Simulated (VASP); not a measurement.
Here is a VASP 6.6.1 calculation.

The input INCAR:

```
ALGO = Normal ; EDIFF = 1E-6
ENCUT = 600 ; GGA = PS
GGA_COMPAT = F ; ISIF = 2
ISMEAR = 0 ; LASPH = T
LCHARG = T ; LELF = T
LREAL = F ; LVHAR = T
LWAVE = F ; NBANDS = 37
NELM = 120 ; PREC = Accurate
SIGMA = 0.03
```

The input KPOINTS:

```
k-points
0
Gamma
  8 8 4
```

The input POSCAR:

```
Ta2O5
1.0
    3.7949733367     -0.0038982707      0.5747852286
    0.0024042403      3.8698389334      0.0096178622
    0.9161085726      0.0116711858      6.7077562337
Ta O
2 5
Direct
    0.6392438042     -0.0209578495      0.5780754072
   -0.0678066496      0.0209561547     -0.0066466791
    0.6353624599      0.4937476200      0.5843980599
    0.1001865529     -0.0011996243      0.6560804925
   -0.0639674860      0.5062506002     -0.0129717269
    0.4712411025      0.0011997121     -0.0846488940
   -0.2142597838      0.0000033869      0.2857133404
```

Potentials or basis: VASP PAW PBE potentials, release 64 (Ta_sv_GW, O).

The run is started by

```sh
$ cat potpaw_PBE.64/Ta_sv_GW/POTCAR potpaw_PBE.64/O/POTCAR > POTCAR
$ mpirun -np 1 vasp_std > vasp.out
```

(1) Predict the largest force.

(2) Estimate the pressure.

Answers

(1) 0.070 eV/Å.

(2) 0.2 GPa.

Caveat: the PAW data sets were made with another functional, which shifts forces and pressure a little.
